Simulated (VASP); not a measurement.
# Te2Pt (P-3m1) in VASP: a series of runs

The runs below take Te2Pt through single point, with PBE.

Program: VASP 6.6.1. These are calculated values, not measurements. Logs are shortened: lines on timing, memory, paths and dates and some standing lists are left out, and cuts for length are marked.

## Step 1: The cell of the first run

It takes space group P-3m1 (No. 164, trigonal). The conventional cell has a = 4.089 Å, b = 4.089 Å, c = 5.388 Å, α = 90.00°, β = 90.00°, γ = 120.00°. Within 3.7 Å of Te (site symmetry 3m) lie 3 Pt at 2.73 Å and 6 Te at 3.56 to 3.61 Å. Pt (site symmetry -3m) has 6 Te at 2.73 Å within 3.6 Å.

## Step 2: Single point, PBE, collinear spin (26.00 Å³/atom)

The input, INCAR:

```
PREC = Accurate ; ENCUT = 500
EDIFF = 1E-6 ; ISMEAR = 0
SIGMA = 0.15 ; LREAL = False
LASPH = True ; NELM = 200
ALGO = Normal ; ISIF = 2
LWAVE = False ; LCHARG = False
ISPIN = 2 ; MAGMOM = 0 0 0.375
LORBIT = 11 ; NUPDOWN = 0.375
LMAXMIX = 4 ; GGA = PE
NBANDS = 22 ; GGA_COMPAT = False
```

The input, KPOINTS:

```
Automatic mesh
0
Gamma
  12 12 8
```

The input, POSCAR:

```
Te2Pt
1.0
    4.0885922681      0.0000000000      0.0000000000
   -2.0442961340      3.5408247699      0.0000000000
    0.0000000000      0.0000000000      5.3884626196
Te Pt
2 1
Direct
    0.3333333333      0.6666666667      0.2528728645
    0.6666666667      0.3333333333      0.7471271355
    0.0000000000      0.0000000000      0.0000000000
```

Potentials or basis: VASP PAW PBE potentials, release 64 (Te, Pt).

Started as:

```bash
$ cat potpaw_PBE.64/Te/POTCAR potpaw_PBE.64/Pt/POTCAR > POTCAR
$ mpirun -np 1 vasp_std > vasp.out
```

OUTCAR:

```text
PREC = Accurate
   ENCUT = 500
   EDIFF = 1E-6
   ISMEAR = 0
   LREAL = False
   LASPH = True
   NELM = 200
   ISIF = 2
   ISPIN = 2
   LORBIT = 11
   NUPDOWN = 0.375
   GGA = PE

 ion  position               nearest neighbor table
   1  0.333  0.667  0.253-   3 2.73   3 2.73   3 2.73   2 3.56   2 3.56   2 3.56   2 3.61   2 3.61
                             2 3.61
   2  0.667  0.333  0.747-   3 2.73   3 2.73   3 2.73   1 3.56   1 3.56   1 3.56   1 3.61   1 3.61
                             1 3.61
   3  0.000  0.000  0.000-   1 2.73   2 2.73   1 2.73   2 2.73   2 2.73   1 2.73

  LATTYP: Found a hexagonal cell.
 ALAT       =     4.0885922681
 C/A-ratio  =     1.3179261385

  Lattice vectors:

 A1 = (   4.0885922681,   0.0000000000,   0.0000000000)
 A2 = (  -2.0442961340,   3.5408247699,   0.0000000000)
 A3 = (   0.0000000000,   0.0000000000,   5.3884626196)

Analysis of symmetry for initial positions (statically):
=====================================================================
 Subroutine PRICEL returns:
 Original cell was already a primitive cell.

 Routine SETGRP: Setting up the symmetry group for a
 hexagonal supercell.

 Subroutine GETGRP returns: Found 12 space group operations
 (whereof 12 operations were pure point group operations)
 out of a pool of 24 trial point group operations.

The static configuration has the point symmetry D_3d.

Analysis of symmetry for dynamics (positions and initial velocities):
=====================================================================
 Subroutine PRICEL returns:
 Original cell was already a primitive cell.

 Routine SETGRP: Setting up the symmetry group for a
 hexagonal supercell.

 Subroutine GETGRP returns: Found 12 space group operations
 (whereof 12 operations were pure point group operations)
 out of a pool of 24 trial point group operations.

The dynamic configuration has the point symmetry D_3d.

Analysis of structural, dynamic, and magnetic symmetry:
=====================================================================
 Subroutine PRICEL returns:
 Original cell was already a primitive cell.

 Routine SETGRP: Setting up the symmetry group for a
 hexagonal supercell.

 Subroutine GETGRP returns: Found 12 space group operations
 (whereof 12 operations were pure point group operations)
 out of a pool of 24 trial point group operations.

The overall configuration has the point symmetry D_3d.

 Subroutine INISYM returns: Found 12 space group operations
 (whereof 12 operations are pure point group operations),
[... 122 lines left out ...]
   LORBIT       =     11    0 simple, 1 ext, 2 COOP (PROOUT), +10 PAW based schemes
   GGA     = PE    functional components
   LHFCALC =     F    Hartree Fock is set to
   AEXX    =    0.0000 exact exchange contribution
   IVDW    =     0    specifies the selected vdW correction
   LEPSILON=     F    determine dielectric tensor
   LRPA    =     F    only Hartree local field effects (RPA)
 spin polarized calculation
 Gauss-broadening in eV      SIGMA  =   0.15
  energy-cutoff  :      500.00
  volume of cell :       78.01
 maximum number of plane-waves:      2005
 NGX is ok and might be reduce to    30
   NGX = 15   NGY = 15   NGZ = 19

 number of electron      21.9999999 magnetization       0.3750000

 Free energy of the ion-electron system (eV)
  ---------------------------------------------------
  ext. energy  EPLUGINS =         0.00000000
  ---------------------------------------------------
  free energy    TOTEN  =       -13.52843937 eV

  energy without entropy =      -13.51609646  energy(sigma->0) =      -13.52226791

 E-fermi :   7.4387     XC(G=0): -10.2191

 val. band max:        8.0146553487   @ k =   0.3333   0.2500   0.0000
 cond. band min:       7.4888786318   @ k =  -0.0833   0.3333   0.2500
 fundamental gap:     -0.5257767169
 Fermi energy:         8.0261544219

 spin component 1

 k-point     1 :       0.0000    0.0000    0.0000
  band No.  band energies     occupation
      1      -5.8204      1.00000
      2      -2.8457      1.00000
      3       1.4435      1.00000
      4       2.3469      1.00000
      5       2.3469      1.00000
      6       4.2395      1.00000
[... 589 lines left out ...]
     21      17.5022      0.00000
     22      18.3500      0.00000

 [... further k-points ...]

 spin component 2

 k-point     1 :       0.0000    0.0000    0.0000
  band No.  band energies     occupation
      1      -5.7434      1.00000
      2      -2.7655      1.00000
      3       1.5285      1.00000
      4       2.4281      1.00000
      5       2.4281      1.00000
      6       4.2986      1.00000
[... 589 lines left out ...]
     21      17.5896      0.00000
     22      18.4410      0.00000

 [... further k-points ...]

------------------------ aborting loop because EDIFF is reached ----------------------------------------

  FORCE on cell =-STRESS in cart. coord.  units (eV):
  Direction    XX          YY          ZZ          XY          YZ          ZX
  --------------------------------------------------------------------------------------
  -------------------------------------------------------------------------------------
  Total       -0.0661660     -0.0661660     -0.0180341     -0.0000000      0.0000000     -0.0000000
  in kB       -1.3589459     -1.3589459     -0.3703928     -0.0000000      0.0000000     -0.0000000
  external PRESSURE =      -1.0294282 kB  Pullay stress =       0.0000000 kB

 VOLUME and BASIS-vectors are now :
 -----------------------------------------------------------------------------
  energy-cutoff  :      500.00
  volume of cell :       78.01
      direct lattice vectors                 reciprocal lattice vectors
     4.088592268  0.000000000  0.000000000     0.244582960  0.141210038  0.000000000
    -2.044296134  3.540824770  0.000000000     0.000000000  0.282420076  0.000000000
     0.000000000  0.000000000  5.388462620     0.000000000  0.000000000  0.185581690

 POSITION                                       TOTAL-FORCE (eV/Angst)
 -----------------------------------------------------------------------------------
     -0.00000      2.36055      1.36260         0.000000     -0.000000      0.045930
      2.04430      1.18027      4.02587        -0.000000      0.000000     -0.045930
      0.00000      0.00000      0.00000        -0.000000      0.000000      0.000000
 -----------------------------------------------------------------------------------
    total drift:                                0.000000      0.000000     -0.000000

  FREE ENERGIE OF THE ION-ELECTRON SYSTEM (eV)
  ---------------------------------------------------
  free  energy   TOTEN  =       -13.5284393702 eV

  energy  without entropy=      -13.5160964572  energy(sigma->0) =      -13.52226791

 total charge

# of ion       s       p       d       tot
------------------------------------------
    1        1.398   1.844   0.062   3.304
    2        1.398   1.844   0.062   3.304
    3        0.656   0.595   8.072   9.324
--------------------------------------------------
tot          3.453   4.282   8.197  15.932

 magnetization (x)

# of ion       s       p       d       tot
------------------------------------------
    1        0.009   0.061   0.003   0.072
    2        0.009   0.061   0.003   0.072
    3        0.001   0.009   0.104   0.114
--------------------------------------------------
tot          0.019   0.130   0.109   0.259
```

OSZICAR:

```text
N       E                     dE             d eps       ncg     rms          rms(c)
DAV:   1     0.955041304415E+02    0.95504E+02   -0.85020E+03 11600   0.796E+02
DAV:   2    -0.933174423188E+01   -0.10484E+03   -0.99968E+02 13530   0.164E+02
DAV:   3    -0.138292725546E+02   -0.44975E+01   -0.44544E+01 14272   0.327E+01
DAV:   4    -0.138889997330E+02   -0.59727E-01   -0.59716E-01 13634   0.426E+00
DAV:   5    -0.138903661251E+02   -0.13664E-02   -0.13664E-02 14418   0.609E-01    0.125E+01
DAV:   6    -0.136518918584E+02    0.23847E+00   -0.16463E+00 13016   0.963E+00    0.794E+00
DAV:   7    -0.135552951662E+02    0.96597E-01   -0.36888E-01 12272   0.518E+00    0.377E+00
DAV:   8    -0.135286554162E+02    0.26640E-01   -0.60509E-02 14228   0.176E+00    0.833E-01
DAV:   9    -0.135283132186E+02    0.34220E-03   -0.42746E-03 13414   0.424E-01    0.396E-01
DAV:  10    -0.135284115037E+02   -0.98285E-04   -0.26228E-04 14554   0.819E-02    0.169E-01
DAV:  11    -0.135284374067E+02   -0.25903E-04   -0.15023E-04 13128   0.670E-02    0.405E-02
DAV:  12    -0.135284373088E+02    0.97857E-07   -0.24831E-05 14118   0.259E-02    0.238E-02
DAV:  13    -0.135284384947E+02   -0.11859E-05   -0.16973E-06 12588   0.791E-03    0.113E-02
DAV:  14    -0.135284393702E+02   -0.87552E-06   -0.52720E-07 11122   0.387E-03
   1 F= -.13528439E+02 E0= -.13522268E+02  d E =-.123429E-01  mag=     0.3750
```

stdout:

```text
POSCAR found type information on POSCAR TePt
 POSCAR found :  2 types and       3 ions
 scaLAPACK will be used
 LDA part: xc-table for (Slater+PW92), standard interpolation
 POSCAR, INCAR and KPOINTS ok, starting setup
 FFT: planning ... GRIDC
 FFT: planning ... GRID_SOFT
 FFT: planning ... GRID
 WAVECAR not read
 entering main loop
```

Wall time 4.5 min (1 thread of Intel Xeon Platinum 8488C (Sapphire Rapids), shared host); peak memory 0.44 GiB.

Results:

```yaml
Free_energy: -13.5284 eV
Pressure: -0.1 GPa
Largest_force: 0.046 eV/Å
Net_moment: 0.38 μB per cell
Site_moments: Te +0.07; Pt +0.11 μB
Valence_electrons_inside_the_program's_atomic_spheres: Te 3.30; Pt 9.32
```

Forces in eV/Å, atoms in the order of the input:
```
Te   0.000  0.000  0.046
Te   0.000  0.000 -0.046
Pt   0.000  0.000  0.000
```

Caveat: spin-orbit coupling is left out, which moves the levels of the heavy elements; the total moment is fixed, so each spin has its own Fermi level.

## Step 3: Single point, PBE, collinear spin (30.34 Å³/atom)

This run uses another cell than the first one, of 30.34 Å³/atom.

The input, INCAR:

```
SYSTEM = Te2Pt
PREC     = Accurate       ! precision mode
ENCUT    = 500            ! plane-wave cutoff, eV
EDIFF    = 1E-6           ! SCF threshold, eV
ISMEAR   = 0              ! smearing method
SIGMA    = 0.15           ! smearing width, eV
LREAL    = .False.        ! projectors in reciprocal space
LASPH    = .True.         ! aspherical terms in the spheres
NELM     = 200            ! most SCF steps
ALGO     = Normal         ! electronic algorithm
ISIF     = 2              ! what is computed and relaxed
LWAVE    = .False.        ! write WAVECAR
LCHARG   = .False.        ! write CHGCAR
ISPIN    = 2              ! spin polarisation
MAGMOM   = 0 0 0.438      ! initial moments
LORBIT   = 11             ! projections on sites
NUPDOWN  = 0.4375         ! fixed moment
LMAXMIX  = 4              ! l up to which the mixer works
GGA      = PE             ! functional
NBANDS   = 22             ! bands
GGA_COMPAT= .False.
```

The input, KPOINTS:

```
Automatic mesh
0
Gamma
  12 12 8
  0 0 0
```

The input, POSCAR:

```
Te2Pt
1.0
    4.3041829986      0.0000000000      0.0000000000
   -2.1520914993      3.7275318194      0.0000000000
    0.0000000000      0.0000000000      5.6725952786
Te Pt
2 1
Direct
    0.3333333333      0.6666666667      0.2528728645
    0.6666666667      0.3333333333      0.7471271355
    0.0000000000      0.0000000000      0.0000000000
```

Potentials or basis: VASP PAW PBE potentials, release 64 (Te, Pt).

Started as:

```bash
$ cat potpaw_PBE.64/Te/POTCAR potpaw_PBE.64/Pt/POTCAR > POTCAR
$ mpirun -np 1 vasp_std > vasp.out
```

It took 2.4 min on 1 thread of Intel Xeon 6975P-C (Granite Rapids), shared host; peak memory 0.49 GiB.

It converged, with:

```
Free energy                                           : -13.0513 eV
Pressure                                              : -9.6 GPa
Largest force                                         : 1.026 eV/Å
Net moment                                            : 0.44 μB per cell
Site moments                                          : Te +0.09; Pt +0.12 μB
Valence electrons inside the program's atomic spheres : Te 3.23; Pt 9.02
```

Forces on the atoms (eV/Å):
```
Te   0.000  0.000 -1.026
Te   0.000  0.000  1.026
Pt   0.000  0.000  0.000
```

Stress tensor (GPa, compression positive):
```
-10.58   0.00   0.00
  0.00 -10.58   0.00
  0.00   0.00  -7.61
```

Caveat: the cell stands under tension; spin-orbit coupling is left out, which moves the levels of the heavy elements; the total moment is fixed, so each spin has its own Fermi level; forces of over 1 eV/Å act on the atoms, so gaps and moduli don't describe the material at rest.

## Step 4: Single point, PBE, collinear spin (26.00 Å³/atom)

The input, INCAR:

```
SYSTEM = Te2Pt
  PREC = Accurate
  ENCUT = 500
  EDIFF = 1E-6
  ISMEAR = 0
  SIGMA = 0.15
  LREAL = .FALSE.
  LASPH = .TRUE.
  NELM = 200
  ALGO = Normal
  ISIF = 2
  LWAVE = .FALSE.
  LCHARG = .FALSE.
  ISPIN = 2
  MAGMOM = 0 0 0.062
  LORBIT = 11
  NUPDOWN = 0.0625
  LMAXMIX = 4
  GGA = PE
  NBANDS = 22
  GGA_COMPAT = .FALSE.
```

The input, KPOINTS:

```
Automatic mesh
0
G
  12 12 8
  0 0 0
```

The input, POSCAR:

```
Te2Pt
1.0
    4.0885922681      0.0000000000      0.0000000000
   -2.0442961340      3.5408247699      0.0000000000
    0.0000000000      0.0000000000      5.3884626196
Te Pt
2 1
Direct
    0.3333333333      0.6666666667      0.2528728645
    0.6666666667      0.3333333333      0.7471271355
    0.0000000000      0.0000000000      0.0000000000
```

Started as:

```bash
$ cat potpaw_PBE.64/Te/POTCAR potpaw_PBE.64/Pt/POTCAR > POTCAR
$ mpirun -np 1 vasp_std > vasp.out
```

Run time: 6.7 min. Hardware: 1 thread of Intel Xeon Platinum 8488C (Sapphire Rapids), shared host; peak memory 0.44 GiB.

It converged, with:

```yaml
Free_energy: -13.5763 eV
Pressure: -0.2 GPa
Net_moment: 0.06 μB per cell
Site_moments: Te +0.01; Pt +0.02 μB
Valence_electrons_inside_the_program's_atomic_spheres: Te 3.31; Pt 9.32
```

Caveat: spin-orbit coupling is left out, which moves the levels of the heavy elements; the total moment is fixed, so each spin has its own Fermi level.

(Continued in part 2 of 2.)
